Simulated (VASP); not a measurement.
# Si4IrPd (Cmmm) in VASP: further runs

Runs on Si4IrPd. Level: PBE. Tasks: single point.

Program: VASP 6.6.1. These are calculated values, not measurements. Logs are shortened: lines on timing, memory, paths and dates and some standing lists are left out, and cuts for length are marked.

## Step 1: The cell of the first run

Symmetry: Cmmm, No. 65, orthorhombic system. Conventional cell: a = 5.014 Å, b = 8.301 Å, c = 4.486 Å, α = 90.00°, β = 90.00°, γ = 90.00°. Within 3.5 Å of Si (site symmetry m2m) lie 2 Ir at 2.65 Å and 7 Si at 2.65 to 2.84 Å and 3 Pd at 2.74 to 2.88 Å. Si (site symmetry 2/m) has 2 Ir at 2.42 Å and 6 Si at 2.51 to 2.65 Å and 4 Pd at 3.30 Å within 3.4 Å. Pd (site symmetry mmm) has 14 Si at 2.74 to 3.30 Å and 4 Ir at 3.36 Å within 3.6 Å. Ir (site symmetry mmm) has 8 Si at 2.42 to 2.65 Å within 3.2 Å.

The cell was built from a structure type or drawn by symmetry, and may not be a known phase.

## Step 2: Single point, PBE

File INCAR:

```
SYSTEM = Si4IrPd
  PREC = Accurate
  ENCUT = 500
  EDIFF = 1E-6
  ISMEAR = 0
  SIGMA = 0.2
  LREAL = .False.
  LASPH = .True.
  NELM = 120
  ALGO = Normal
  ISIF = 2
  LWAVE = .False.
  LCHARG = .True.
  GGA = PE
  LELF = .True.
  LVHAR = .True.
  NBANDS = 26
  GGA_COMPAT = .False.
```

File KPOINTS:

```
regular mesh
0
Gamma
  4 4 4
  0 0 0
```

File POSCAR:

```
Si4IrPd
1.0
    2.5071030139     -4.1504858391      0.0000000000
    2.5071030139      4.1504858391      0.0000000000
    0.0000000000      0.0000000000      4.4860277509
Si Pd Ir
4 1 1
Direct
    0.3297408537      0.6702591463      0.0000000000
    0.6702591463      0.3297408537      0.0000000000
    0.5000000000      0.0000000000      0.5000000000
    0.0000000000      0.5000000000      0.5000000000
    0.0000000000      0.0000000000      0.0000000000
    0.5000000000      0.5000000000      0.5000000000
```

Potentials or basis: VASP PAW PBE potentials, release 64 (Si, Pd, Ir).

The run is started by

```sh
cat potpaw_PBE.64/Si/POTCAR potpaw_PBE.64/Pd/POTCAR potpaw_PBE.64/Ir/POTCAR > POTCAR
mpirun -np 1 vasp_std > vasp.out
```

OUTCAR:

```text
SYSTEM = Si4IrPd
   PREC = Accurate
   ENCUT = 500
   EDIFF = 1E-6
   ISMEAR = 0
   LREAL = .False.
   LASPH = .True.
   NELM = 120
   ISIF = 2
   GGA = PE

 ion  position               nearest neighbor table
   1  0.330  0.670  0.000-   6 2.65   6 2.65   3 2.65   3 2.65   4 2.65   4 2.65   5 2.74   2 2.83
                             2 2.84   2 2.84   5 2.88   5 2.88
   2  0.670  0.330  0.000-   6 2.65   6 2.65   3 2.65   3 2.65   4 2.65   4 2.65   5 2.74   1 2.83
                             1 2.84   1 2.84   5 2.88   5 2.88
   3  0.500  0.000  0.500-   6 2.42   6 2.42   4 2.51   4 2.51   1 2.65   2 2.65   1 2.65   2 2.65

   4  0.000  0.500  0.500-   6 2.42   6 2.42   3 2.51   3 2.51   1 2.65   2 2.65   1 2.65   2 2.65

   5  0.000  0.000  0.000-   1 2.74   2 2.74   2 2.88   1 2.88   2 2.88   1 2.88   6 3.36   6 3.36
                             6 3.36   6 3.36
   6  0.500  0.500  0.500-   3 2.42   4 2.42   3 2.42   4 2.42   1 2.65   2 2.65   1 2.65   2 2.65
                             5 3.36   5 3.36   5 3.36   5 3.36

  LATTYP: Found a base centered orthorhombic cell.
 ALAT       =     5.0142060278
 B/A-ratio  =     1.6554907461
 C/A-ratio  =     0.8946636269

  Lattice vectors:

 A1 = (   2.5071030139,  -4.1504858391,   0.0000000000)
 A2 = (   2.5071030139,   4.1504858391,   0.0000000000)
 A3 = (   0.0000000000,   0.0000000000,   4.4860277509)

Analysis of symmetry for initial positions (statically):
=====================================================================
 Subroutine PRICEL returns:
 Original cell was already a primitive cell.

 Routine SETGRP: Setting up the symmetry group for a
 base centered orthorhombic supercell.

 Subroutine GETGRP returns: Found  8 space group operations
 (whereof  8 operations were pure point group operations)
 out of a pool of  8 trial point group operations.

The static configuration has the point symmetry D_2h.

Analysis of symmetry for dynamics (positions and initial velocities):
=====================================================================
 Subroutine PRICEL returns:
 Original cell was already a primitive cell.

 Routine SETGRP: Setting up the symmetry group for a
 base centered orthorhombic supercell.

 Subroutine GETGRP returns: Found  8 space group operations
 (whereof  8 operations were pure point group operations)
 out of a pool of  8 trial point group operations.

The dynamic configuration has the point symmetry D_2h.

 Subroutine INISYM returns: Found  8 space group operations
 (whereof  8 operations are pure point group operations),
 and found     1 'primitive' translations

----------------------------------------------------------------------------------------

                                     Primitive cell

  volume of cell :      93.3605

  direct lattice vectors                    reciprocal lattice vectors
     2.507103014 -4.150485839  0.000000000     0.199433369 -0.120467825  0.000000000
     2.507103014  4.150485839  0.000000000     0.199433369  0.120467825  0.000000000
     0.000000000  0.000000000  4.486027751     0.000000000  0.000000000  0.222914359

  length of vectors
     4.848927533  4.848927533  4.486027751     0.232993917  0.232993917  0.222914359

  position of ions in fractional coordinates (direct lattice)
     0.329740854  0.670259146  0.000000000
     0.670259146  0.329740854  0.000000000
     0.500000000  0.000000000  0.500000000
     0.000000000  0.500000000  0.500000000
     0.000000000  0.000000000  0.000000000
     0.500000000  0.500000000  0.500000000

  ion indices of the primitive-cell ions
   primitive index   ion index
                 1           1
                 2           2
                 3           3
                 4           4
                 5           5
                 6           6

----------------------------------------------------------------------------------------

 KPOINTS: regular mesh

Automatic generation of k-mesh.
 Grid dimensions read from file:
 generate k-points for:    4    4    4

 Generating k-lattice:

  Cartesian coordinates                     Fractional coordinates (reciprocal lattice)
     0.049858342 -0.030116956  0.000000000     0.250000000  0.000000000  0.000000000
     0.049858342  0.030116956  0.000000000     0.000000000  0.250000000  0.000000000
     0.000000000  0.000000000  0.055728590     0.000000000  0.000000000  0.250000000

  Length of vectors
     0.058248479  0.058248479  0.055728590

  Shift w.r.t. Gamma in fractional coordinates (k-lattice)
     0.000000000  0.000000000  0.000000000

 Subroutine IBZKPT returns following result:
 ===========================================

 Found     21 irreducible k-points:

 Following reciprocal coordinates:
            Coordinates               Weight
  0.000000  0.000000  0.000000      1.000000
  0.250000  0.000000  0.000000      4.000000
  0.500000  0.000000  0.000000      2.000000
  0.250000  0.250000  0.000000      2.000000
  0.500000  0.250000  0.000000      4.000000
 -0.250000  0.250000  0.000000      2.000000
[... 13 lines left out ...]
 -0.250000  0.250000  0.500000      2.000000
  0.500000  0.500000  0.500000      1.000000
   k-points           NKPTS =     21   k-points in BZ     NKDIM =     21   number of bands    NBANDS=     26
   number of dos      NEDOS =    301   number of ions     NIONS =      6
   total plane-waves  NPLWV =  46656
   dimension x,y,z NGX =    36 NGY =   36 NGZ =   36
   dimension x,y,z NGXF=    72 NGYF=   72 NGZF=   72
   ions per type =               4   1   1
   NGX,Y,Z   is equivalent  to a cutoff of  12.34, 12.34, 13.34 a.u.
   NGXF,Y,Z  is equivalent  to a cutoff of  24.69, 24.69, 26.68 a.u.
 SYSTEM =  Si4IrPd
   PREC   = accura    normal or accurate (medium, high low for compatibility)
   ISTART =      0    job   : 0-new  1-cont  2-samecut
   ICHARG =      2    charge: 1-file 2-atom 10-const
   ISPIN  =      1    spin polarized calculation?
   LNONCOLLINEAR =      F non collinear calculations
   LSORBIT =      F    spin-orbit coupling
   LASPH  =      T    aspherical Exc in radial PAW
   ENCUT  =  500.0 eV  36.75 Ry    6.06 a.u.   8.84  8.84  8.18*2*pi/ulx,y,z
   NELM   =    120;   NELMIN=  2; NELMDL= -5     # of ELM steps
   EDIFF  = 0.1E-05   stopping-criterion for ELM
   LREAL  =      F    real-space projection
[... 7 lines left out ...]
   TEBEG  =    0.0;   TEEND  =   0.0 temperature during run
   PSTRESS=    0.0 pullay stress
   NELECT =      35.0000    total number of electrons
   NUPDOWN=      -1.0000    fix difference up-down
   EMIN   =  10.00;   EMAX   =-10.00  energy-range for DOS
   EFERMI =   0.00;   METHOD = LEGACY
   ISMEAR =     0;   SIGMA  =   0.20  broadening in eV -4-tet -1-fermi 0-gaus
   EFERMI_NEDOS =   21; number of points for ismear=-14 and -15
   IALGO  =     38    algorithm
   IMIX   =      4    mixing-type and parameters
     AMIX     =   0.40;   BMIX     =  1.00
     AMIX_MAG =   1.60;   BMIX_MAG =  1.00
  volume/ion in A,a.u.               =      15.56       105.00
  Fermi-wavevector in a.u.,A,eV,Ry     =   1.180438  2.230704 18.958817  1.393434
  Thomas-Fermi vector in A             =   2.316730
   LORBIT       =      0    0 simple, 1 ext, 2 COOP (PROOUT), +10 PAW based schemes
   GGA     = PE    functional components
   LHFCALC =     F    Hartree Fock is set to
   AEXX    =    0.0000 exact exchange contribution
   IVDW    =     0    specifies the selected vdW correction
   LEPSILON=     F    determine dielectric tensor
   LRPA    =     F    only Hartree local field effects (RPA)
 non-spin polarized calculation
 Gauss-broadening in eV      SIGMA  =   0.20
  energy-cutoff  :      500.00
  volume of cell :       93.36
 maximum number of plane-waves:      2388
   NGX = 17   NGY = 17   NGZ = 17

 number of electron      34.9999999 magnetization

 Free energy of the ion-electron system (eV)
  ---------------------------------------------------
  ext. energy  EPLUGINS =         0.00000000
  ---------------------------------------------------
  free energy    TOTEN  =       -34.31755804 eV

  energy without entropy =      -34.25320321  energy(sigma->0) =      -34.28538063

 E-fermi :   9.2565     XC(G=0): -11.5090

 val. band max:        9.2502678959   @ k =   0.2500   0.0000   0.0000
 cond. band min:       9.2606856206   @ k =   0.0000   0.0000   0.5000
 fundamental gap:      0.0104177246
 Fermi energy:         9.2564544507

 k-point     1 :       0.0000    0.0000    0.0000
  band No.  band energies     occupation
      1      -4.2941      2.00000
      2       1.1373      2.00000
      3       1.3180      2.00000
      4       1.8992      2.00000
      5       3.2830      2.00000
      6       3.9980      2.00000
[... 18 lines left out ...]
     25      12.6562      0.00000
     26      13.0951      0.00000

 k-point     2 :       0.2500    0.0000    0.0000
  band No.  band energies     occupation
      1      -3.8426      2.00000
      2      -0.4618      2.00000
      3       1.3592      2.00000
      4       2.9419      2.00000
      5       3.1628      2.00000
      6       4.2498      2.00000
[... 18 lines left out ...]
     25      13.6822      0.00000
     26      13.9285      0.00000

 k-point     3 :       0.5000    0.0000    0.0000
  band No.  band energies     occupation
      1      -2.9314      2.00000
      2      -1.9381      2.00000
      3       1.5274      2.00000
      4       3.1292      2.00000
      5       3.4309      2.00000
      6       4.1095      2.00000
[... 485 lines left out ...]
 k-point    20 :      -0.2500    0.2500    0.5000
  band No.  band energies     occupation
      1      -2.4066      2.00000
      2      -1.7070      2.00000
      3       1.4637      2.00000
      4       2.1067      2.00000
      5       2.5984      2.00000
      6       3.5642      2.00000
[... 18 lines left out ...]
     25      15.0654      0.00000
     26      15.3239      0.00000

 k-point    21 :       0.5000    0.5000    0.5000
  band No.  band energies     occupation
      1      -1.6930      2.00000
      2      -1.2498      2.00000
      3       0.7431      2.00000
      4       0.8245      2.00000
      5       3.4170      2.00000
      6       3.4304      2.00000
[... 18 lines left out ...]
     25      14.9600      0.00000
     26      15.6461      0.00000

------------------------ aborting loop because EDIFF is reached ----------------------------------------

  FORCE on cell =-STRESS in cart. coord.  units (eV):
  Direction    XX          YY          ZZ          XY          YZ          ZX
  --------------------------------------------------------------------------------------
  -------------------------------------------------------------------------------------
  Total       -0.0645061      0.1256260     -0.1760988      0.0000000      0.0000000      0.0000000
  in kB       -1.1070017      2.1558923     -3.0220658      0.0000000      0.0000000      0.0000000
  external PRESSURE =      -0.6577251 kB  Pullay stress =       0.0000000 kB

 VOLUME and BASIS-vectors are now :
 -----------------------------------------------------------------------------
  energy-cutoff  :      500.00
  volume of cell :       93.36
      direct lattice vectors                 reciprocal lattice vectors
     2.507103014 -4.150485839  0.000000000     0.199433369 -0.120467825  0.000000000
     2.507103014  4.150485839  0.000000000     0.199433369  0.120467825  0.000000000
     0.000000000  0.000000000  4.486027751     0.000000000  0.000000000  0.222914359

 POSITION                                       TOTAL-FORCE (eV/Angst)
 -----------------------------------------------------------------------------------
      2.50710      1.41332      0.00000        -0.000000      0.059526      0.000000
      2.50710     -1.41332      0.00000        -0.000000     -0.059526      0.000000
      1.25355     -2.07524      2.24301        -0.000000     -0.000000      0.000000
      1.25355      2.07524      2.24301         0.000000     -0.000000      0.000000
      0.00000      0.00000      0.00000        -0.000000     -0.000000      0.000000
      2.50710      0.00000      2.24301         0.000000      0.000000      0.000000
 -----------------------------------------------------------------------------------
    total drift:                                0.000000      0.000000      0.000000

  FREE ENERGIE OF THE ION-ELECTRON SYSTEM (eV)
  ---------------------------------------------------
  free  energy   TOTEN  =       -34.3175580408 eV

  energy  without entropy=      -34.2532032114  energy(sigma->0) =      -34.28538063
```

Wall time 84 s (1 thread of Intel Xeon 8259CL, shared host); peak memory 0.23 GiB.

Results:

```
Free energy            : -34.3176 eV
Pressure               : -0.1 GPa
Largest force          : 0.060 eV/Å
Band gap on the k mesh : zero (an odd number of electrons rules out a gap without spin polarisation)
```

Forces on the atoms (eV/Å):
```
Si   0.000  0.060  0.000
Si   0.000 -0.060  0.000
Si   0.000  0.000  0.000
Si   0.000  0.000  0.000
Pd   0.000  0.000  0.000
Ir   0.000  0.000  0.000
```

Caveat: the k points lie up to 0.37 Å⁻¹ apart, too coarse for converged energies and pressures of a metal; spin-orbit coupling is left out, which moves the levels of the heavy elements.

[end of part 1 of 2]
